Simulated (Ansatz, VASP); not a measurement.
# Two plane-wave programs on CdSe

INCAR

```
SYSTEM = CdSe
PREC = Accurate
ENCUT = 600
EDIFF = 1E-6
ISMEAR = 0
SIGMA = 0.1
LREAL = .False.
LASPH = .True.
NELM = 80
ALGO = Normal
ISIF = 3
LWAVE = .False.
LCHARG = .False.
GGA = PE
IBRION = 2
NSW = 80
EDIFFG = -0.025
```

KPOINTS

```
regular mesh
0
Gamma
  4 2 2
  0 0 0
```

The input POSCAR:

```
CdSe
1.0
    0.0285050474      4.5011644114      0.0190076929
   -0.0232966453      0.0315420134      7.6175677316
    8.0368843310      0.0516383578     -0.0254322063
Cd Se
4 4
Direct
    0.7424724340      0.4051792391      0.8369484375
    0.2521453478      0.8946873741      0.6511684474
    0.7385618328      0.0974814298      0.3440084054
    0.2622039526      0.5997089316      0.1631786512
    0.2666268993      0.6045220884      0.8137595341
    0.7566541412      0.0992069216      0.6833657474
    0.2431588912      0.8949068468      0.3259819824
    0.7381765011      0.4043071686      0.1815887945
```

Input for Ansatz:

```yaml
crystal:
  lattice:
    - [0.0285050474, 4.5011644114, 0.0190076929]
    - [-0.0232966453, 0.0315420134, 7.6175677316]
    - [8.036884331, 0.0516383578, -0.0254322063]
  atoms:
    - { symbol: Cd, position: [0.742472434, 0.4051792391, 0.8369484375] }
    - { symbol: Cd, position: [0.2521453478, 0.8946873741, 0.6511684474] }
    - { symbol: Cd, position: [0.7385618328, 0.0974814298, 0.3440084054] }
    - { symbol: Cd, position: [0.2622039526, 0.5997089316, 0.1631786512] }
    - { symbol: Se, position: [0.2666268993, 0.6045220884, 0.8137595341] }
    - { symbol: Se, position: [0.7566541412, 0.0992069216, 0.6833657474] }
    - { symbol: Se, position: [0.2431588912, 0.8949068468, 0.3259819824] }
    - { symbol: Se, position: [0.7381765011, 0.4043071686, 0.1815887945] }
basis:
  ecutwfc: 420
kpoints:
  mp_grid: { grid: [4, 2, 2] }
hamiltonian:
  xc: pbe
scf:
  occupations: { method: gaussian, width: 0.1 }
  lower_state_search: "off"
output:
  forces: true
  stress: true
  eigenvalues: true
relax:
  adjacent_minimum: "off"
  f_tol: 0.025
  max_steps: 60
  cell: { stress_tol: 0.25 }
```

Change from the starting cell: cell x1, atoms moved at random (sigma 0.05 Å) and cell strained at random (1.5 %), then relaxed without symmetry.

Alike in both runs: task relaxation of cell and atoms; functional PBE; k mesh 4 × 2 × 2; occupations gaussian, width 0.1 eV; no spin polarisation.

|  | VASP | Ansatz |
| --- | --- | --- |
| version | VASP 6.6.1 | Ansatz 0.2.0 |
| potentials or method | VASP PAW PBE potentials, release 64 (Cd, Se), cutoff 600 eV | scalar-relativistic, plane waves, PAW |
| valence electrons in the cell | 72 | 144 |

VASP gave:

| Item | Value |
| --- | --- |
| gap on the k mesh at the Fermi level, each at its own relaxed structure (eV) | 0.74 |
| relaxed volume (Å³/atom) | 34.58 |
| relaxed length of the cell vector where the two differ most in proportion (Å) | 8.150 |

Question: What did Ansatz give for the same quantities?

Answer: gap on the k mesh at the Fermi level, each at its own relaxed structure (eV): 0.81; relaxed volume (Å³/atom): 34.05; relaxed length of the cell vector where the two differ most in proportion (Å): 7.998.

VASP's potentials hold 72 valence electrons a cell and Ansatz's 144, so a difference there can come from the potentials and not from the codes.
